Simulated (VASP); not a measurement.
Here is a VASP 6.6.1 calculation.

The input POSCAR:

```
Si
1.0
    4.1378228574      0.0000000000      0.0000000000
   -2.0689114287      3.5834597108      0.0000000000
    0.0000000000      0.0000000000      6.5859268802
Si
4
Direct
    0.3333333333      0.6666666667      0.0630095000
    0.6666666667      0.3333333333      0.5630095000
    0.3333333333      0.6666666667      0.4369905000
    0.6666666667      0.3333333333      0.9369905000
```

INCAR.step1

```
PREC = Accurate ; ENCUT = 520
ISMEAR = 0 ; SIGMA = 0.05
LREAL = False ; LASPH = True
NELM = 100 ; NBANDS = 16
GGA = PE ; ALGO = Normal
EDIFF = 1E-4 ; LWAVE = True
LCHARG = False
```

Contents of INCAR.step2:

```
PREC = Accurate ; ENCUT = 520
EDIFF = 1E-6 ; ISMEAR = 0
SIGMA = 0.05 ; LREAL = False
LASPH = True ; NELM = 100
ALGO = Normal ; ISIF = 2
LWAVE = False ; LCHARG = False
METAGGA = R2SCAN ; LMIXTAU = True
NBANDS = 16 ; ISTART = 1
```

Contents of KPOINTS:

```
Automatic mesh
0
Gamma
  12 12 6
```

Potentials or basis: VASP PAW PBE potentials, release 64 (Si).

Launch:

```sh
$ cat potpaw_PBE.64/Si/POTCAR > POTCAR
$ cp INCAR.step1 INCAR
$ mpirun -np 1 vasp_std > vasp.out
$ cp INCAR.step2 INCAR
$ mpirun -np 1 vasp_std > vasp.out
```

(1) Estimate the pressure.

(2) Estimate the largest force.

(3) What does it give for the band gap on the k mesh?

## Answers

(1) -12.2 GPa.

(2) 0.206 eV/Å.

(3) 0.42 eV, direct.

Caveat: the cell differs from its parent crystal (strain +0.080 along x and y, +0.040 along z); the PAW data sets were made with another functional, which shifts forces and pressure a little.
